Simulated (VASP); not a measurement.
Runs of VASP 6.6.1 on SmO3. The structure is that of space group Fm-3m (No. 225), or close to it. The cells are those of the table. 

| task | cell | k mesh | cutoff (eV) | gap on the mesh (eV) | pressure (GPa) | relaxed volume (Å³/atom) |
| --- | --- | --- | --- | --- | --- | --- |
| single point | a = 4.007 Å, angles 60.0°, 4 atoms | 6 × 6 × 6 | 520 | none | -15.0 | - |
| relaxation of cell and atoms | relaxed from a = 4.389 Å, angles 60.0°, 4 atoms | 6 × 6 × 6 | 600 | none | 0.2 | 10.14 |
| relaxation of cell and atoms | relaxed from a = 4.007 Å, angles 60.0°, 4 atoms | 14 × 14 × 14 | 600 | none | -0.1 | 10.13 |
| single point | a = 4.003 Å, angles 60.0°, 4 atoms | 14 × 14 × 14 | 520 | none | (a) | - |

Alike in all rows: level PBE; potentials or basis VASP PAW PBE potentials, release 64 (Sm, O); no spin polarisation; smearing gaussian 0.1 eV.

Estimate the missing entries.

(a) -14.9.

Caveats: spin-orbit coupling is left out, which moves the levels of the heavy elements; the run has no spin polarisation, though such a crystal can be magnetic; without U or exact exchange the open f shell lies at the Fermi level, which spoils levels, moments and volumes; the electronic state changed during the relaxation (some runs); the volume moved by over 15 % at a fixed basis, so the end points are rough (some runs).

A k mesh can miss the band edges, and the runs leave out spin-orbit coupling on Sm.

A gap of «none» marks levels without a gap at the run's occupations.
